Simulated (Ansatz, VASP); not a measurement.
# Pd in VASP and in Ansatz

```
Pd
1.0
     0.00000    1.87197    1.94490
     1.87197    0.00000    1.94490
     1.87197    1.87197    0.00000
Pd
1
Direct
  0.00000 0.00000 0.00000
```

Change from the starting cell: strain -0.0375 x Voigt [1, 1, 0, 0, 0, 0], atoms carried along.

Alike in both runs: task single point; functional PBE; k mesh 8 × 8 × 8; occupations gaussian, width 0.15 eV; no spin polarisation.

|  | VASP | Ansatz |
| --- | --- | --- |
| version | VASP 6.6.1 | Ansatz 0.2.0 |
| potentials or method | VASP PAW PBE potentials, release 64 (Pd), cutoff 500 eV | scalar-relativistic, plane waves, PAW |
| valence electrons in the cell | 10 | 18 |

Ansatz gave:

| Item | Value |
| --- | --- |
| gap on the k mesh at the Fermi level (eV) | none |
| pressure (GPa) | 28.2 |
| traceless stress, the component that is largest in VASP (GPa) | -2.25 |

Question: Which values does VASP return?

Answer: gap on the k mesh at the Fermi level (eV): none; pressure (GPa): 27.8; traceless stress, the component that is largest in VASP (GPa): -2.22.

A gap of «none» marks a metal or a gap that the smearing closes. With one functional, cell and mesh, what is left measures potentials, basis and numerics. VASP's potentials hold 10 valence electrons a cell and Ansatz's 18, so a difference there can come from the potentials and not from the codes.
